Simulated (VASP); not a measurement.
# Si (a cell with a defect) in VASP: a series of runs, part 2 of 2

VASP 6.6.1.

## Step 3: Single point, PBE

INCAR reads:

```
SYSTEM = Si
  ALGO = Normal
  EDIFF = 1E-6
  ENCUT = 520
  GGA = PE
  ISIF = 2
  ISMEAR = -1
  LASPH = .True.
  LCHARG = .False.
  LREAL = Auto
  LWAVE = .False.
  NBANDS = 48
  NELM = 60
  PREC = Accurate
  SIGMA = 0.02
```

KPOINTS reads:

```
k-points
0
Gamma
  2 2 2
  0 0 0
```

POSCAR reads:

```
Si
1.0
    0.0000000000      5.4300000000      5.4300000000
    5.4300000000      0.0000000000      5.4300000000
    5.4300000000      5.4300000000      0.0000000000
Si
17
Direct
    0.1929373849     -0.0522375691     -0.1119244936
    0.1100644567      0.1924033149      0.0641896869
    0.0159023941      0.0071731123      0.4573572744
    0.0862707182      0.2219429098      0.5162891344
   -0.0470165746      0.5654327808     -0.0122283610
    0.1109484346      0.6571362799      0.0884806630
    0.0201749540      0.5776703499      0.4676151013
    0.1520257827      0.6469613260      0.6257274401
    0.4826795580      0.0051104972      0.0143001842
    0.6306998158      0.0912523020      0.1204788214
    0.4592817680      0.0606813996      0.4826335175
    0.6256169429      0.0918416206      0.6437569061
    0.5116298343      0.4940607735     -0.0398250460
    0.5831491713      0.5997790055      0.1407734807
    0.5199079190      0.5015653775      0.5179558011
    0.6405801105      0.6992357274      0.5564548803
    0.9148618785      0.2819521179      0.8573848987
```

Potentials or basis: VASP PAW PBE potentials, release 64 (Si).

Run with:

```sh
cat potpaw_PBE.64/Si/POTCAR > POTCAR
mpirun -np 1 vasp_std > vasp.out
```

OUTCAR:

```text
SYSTEM = Si
   EDIFF = 1E-6
   ENCUT = 520
   GGA = PE
   ISIF = 2
   ISMEAR = -1
   LASPH = .True.
   LREAL = Auto
   NELM = 60
   PREC = Accurate

 ion  position               nearest neighbor table
   1  0.193  0.948  0.888-   6 2.18  17 2.37   2 2.50  11 2.71   4 2.80  13 3.06   9 3.11
   2  0.110  0.192  0.064-  17 2.35   5 2.36   9 2.40   3 2.49   1 2.50
   3  0.016  0.007  0.457-   4 2.26   8 2.30  12 2.48   2 2.49
   4  0.086  0.222  0.516-   3 2.26   7 2.38  11 2.42  17 2.44   1 2.80
   5  0.953  0.565  0.988-   6 2.21   8 2.33   2 2.36  14 2.40  17 2.99
   6  0.111  0.657  0.088-   1 2.18   5 2.21   7 2.44  13 2.52
   7  0.020  0.578  0.468-   8 2.28   4 2.38  16 2.40   6 2.44  17 2.72
   8  0.152  0.647  0.626-   7 2.28   3 2.30  15 2.31   5 2.33
   9  0.483  0.005  0.014-  10 2.15  12 2.34   2 2.40  14 2.56   1 3.11
  10  0.631  0.091  0.120-   9 2.15  11 2.35  13 2.53  17 2.61
  11  0.459  0.061  0.483-  16 2.31  12 2.32  10 2.35   4 2.42   1 2.71
  12  0.626  0.092  0.644-  11 2.32   9 2.34   3 2.48  15 2.59
  13  0.512  0.494  0.960-  14 2.28   6 2.52  10 2.53  17 2.58  16 2.58   1 3.06
  14  0.583  0.600  0.141-  13 2.28   5 2.40  15 2.44   9 2.56
  15  0.520  0.502  0.518-   8 2.31  16 2.32  14 2.44  12 2.59
  16  0.641  0.699  0.556-  11 2.31  15 2.32   7 2.40  13 2.58
[... 209 lines left out ...]
      3      -3.6299      2.00000
      4      -3.5455      2.00000
      5      -3.2173      2.00000
      6      -2.5695      2.00000
[... 381 lines left out ...]
     45       9.9193      0.00000
     46      10.2367      0.00000
 [bands above 46 left out]

------------------------ aborting loop because EDIFF is reached ----------------------------------------

  FORCE on cell =-STRESS in cart. coord.  units (eV):
  Direction    XX          YY          ZZ          XY          YZ          ZX
  --------------------------------------------------------------------------------------
  -------------------------------------------------------------------------------------
  Total        5.6581998      5.9991101      6.4085186      2.8253398      5.8902110      5.8512358
  in kB       28.3112716     30.0170447     32.0655542     14.1368220     29.4721588     29.2771433
  external PRESSURE =      30.1312901 kB  Pullay stress =       0.0000000 kB

 VOLUME and BASIS-vectors are now :
 -----------------------------------------------------------------------------
  energy-cutoff  :      520.00
  volume of cell :      320.21
      direct lattice vectors                 reciprocal lattice vectors
     0.000000000  5.430000000  5.430000000    -0.092081031  0.092081031  0.092081031
     5.430000000  0.000000000  5.430000000     0.092081031 -0.092081031  0.092081031
     5.430000000  5.430000000  0.000000000     0.092081031  0.092081031 -0.092081031

 POSITION                                       TOTAL-FORCE (eV/Angst)
 -----------------------------------------------------------------------------------
      9.96860      5.86990      6.19400        -0.271041     -0.469277      1.710169
      1.39330      0.94620      1.64240         0.199646      1.687508     -0.384734
      2.52240      2.56980      0.12530         0.235608     -1.802446     -0.708128
      4.00860      3.27190      1.67360         0.378762      1.365962      0.848644
      8.43390     10.53830      8.24500        -0.521791     -0.558572     -0.970600
      4.04870      1.08290      4.17070         0.367802      2.047009     -0.479267
[... 9 lines left out ...]
      6.81840      6.49990      7.27520         0.282660      1.218170     -0.862481
      6.18660      9.62330      6.49870         0.376841     -1.022427     -1.475007
 -----------------------------------------------------------------------------------
    total drift:                                0.006646      0.006889     -0.000860

  FREE ENERGIE OF THE ION-ELECTRON SYSTEM (eV)
  ---------------------------------------------------
  free  energy   TOTEN  =       -85.0081955842 eV

  energy  without entropy=      -85.0036510225  energy(sigma->0) =      -85.00592330
```

stdout:

```text
POSCAR found type information on POSCAR Si
 POSCAR found :  1 types and      17 ions
 scaLAPACK will be used
 LDA part: xc-table for (Slater+PW92), standard interpolation
 POSCAR, INCAR and KPOINTS ok, starting setup
 FFT: planning ... GRIDC
 FFT: planning ... GRID_SOFT
 FFT: planning ... GRID
 WAVECAR not read
 entering main loop
```

Wall time 87 s (1 thread of Intel Xeon 6975P-C (Granite Rapids), shared host); peak memory 0.46 GiB.

What came out:

```
Free energy            : -85.0082 eV
Pressure               : 3.0 GPa
Largest force          : 3.337 eV/Å
Band gap on the k mesh : zero (bands 34 and 35 overlap by 0.23 eV)
```

Forces on the atoms (eV/Å):
```
Si  -0.271 -0.469  1.710
Si   0.200  1.688 -0.385
Si   0.236 -1.802 -0.708
Si   0.379  1.366  0.849
Si  -0.522 -0.559 -0.971
Si   0.368  2.047 -0.479
Si  -0.760 -1.467 -0.744
Si   0.235  0.178  0.189
Si  -1.884 -1.475 -1.928
Si   1.220  1.323  2.811
Si   0.257 -0.043 -0.427
Si   0.454 -0.228  1.850
Si  -0.466 -0.913 -0.362
Si   1.445  0.156  1.379
Si  -1.549  0.004 -0.447
Si   0.283  1.218 -0.862
Si   0.377 -1.022 -1.475
```

Stress tensor (GPa, compression positive):
```
2.83 1.41 2.93
1.41 3.00 2.95
2.93 2.95 3.21
```

Caveat: the k points lie up to 0.50 Å⁻¹ apart.
